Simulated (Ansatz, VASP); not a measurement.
# Two plane-wave programs on Tl

```
Tl
1.0
     0.00000    2.65745    2.65745
     2.65745    0.00000    2.65745
     2.65745    2.65745    0.00000
Tl
1
Direct
  0.00000 0.00000 0.00000
```

Alike in both runs: task single point; functional RPBE; k mesh 12 × 12 × 12; occupations fermi-dirac, width 0.1 eV; no spin polarisation.

|  | VASP | Ansatz |
| --- | --- | --- |
| version | VASP 6.6.1 | Ansatz 0.2.0 |
| potentials or method | VASP PAW PBE potentials, release 64 (Tl_d), cutoff 520 eV | plane waves (420 eV) with PAW, scalar-relativistic |
| valence electrons in the cell | 13 | 13 |

```csv
,VASP,Ansatz,Ansatz less VASP
pressure (GPa),-1.7,-1.6,+0.05
```

VASP's potentials were made for PBE, not for RPBE.

Spin-orbit coupling is off throughout.
